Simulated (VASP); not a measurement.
# BaSr: single point with LDA

BaSr:

```
CELL_PARAMETERS angstrom
2.38317 -3.29244 0.00000
2.38317 3.29244 0.00000
0.00000 0.00000 6.92083
ATOMIC_POSITIONS crystal
Ba 0.00000 0.00000 0.00000
Sr 0.50000 0.50000 0.50000
```

This cell differs from its parent crystal: strain -0.0500 x Voigt [1, 1, 0, 0, 0, 0].

| Item | Value |
| --- | --- |
| Program | VASP 6.6.1 |
| Task | single point |
| Functional | LDA |
| Potentials or basis | VASP PAW LDA potentials, release 64 (Ba_sv, Sr_sv) |
| Cutoff | 520 eV |
| k mesh | 12 × 12 × 8 |
| Occupations | gaussian, width 0.15 eV |
| Spin | no spin polarisation |
| Dipole correction | no |
| Further INCAR settings | ALGO = Fast; EDIFF = 1e-07; NBANDS = 17 |

* Pressure: -0.7 GPa
* Band gap on the k mesh: zero (bands 10 and 11 overlap by 0.76 eV)

Stress tensor (GPa, compression positive):
```
-0.67  0.00  0.00
 0.00 -0.07  0.00
 0.00  0.00 -1.36
```

Levels at points of the mesh, in eV from the Fermi level:
| k point | band 8 | band 9 | band 10 | band 11 | band 12 | band 13 |
| --- | --- | --- | --- | --- | --- | --- |
| (0.00, 0.00, 0.00) | -13.49 | -3.27 | -1.02 | 0.78 | 0.88 | 2.01 |
| (0.50, 0.00, 0.00) | -13.55 | -0.71 | -0.57 | 0.08 | 0.55 | 0.88 |
| (0.50, 0.50, 0.00) | -13.72 | -1.02 | -0.45 | -0.39 | 0.94 | 1.08 |
| (0.00, 0.00, 0.50) | -13.49 | -2.40 | -2.00 | 0.90 | 1.03 | 1.53 |
| (0.50, 0.00, 0.50) | -13.55 | -1.25 | -0.76 | 0.67 | 0.74 | 1.06 |
| (0.50, 0.50, 0.50) | -13.73 | -0.54 | -0.18 | 0.03 | 0.68 | 1.74 |

Run time: 32 min on 1 thread of Intel Xeon 8259CL, on a shared host, peak memory 0.52 GiB.

Caveat: the cell differs from its parent crystal (strain -0.0500 x Voigt [1, 1, 0, 0, 0, 0]); spin-orbit coupling is left out, which moves the levels of the heavy elements.
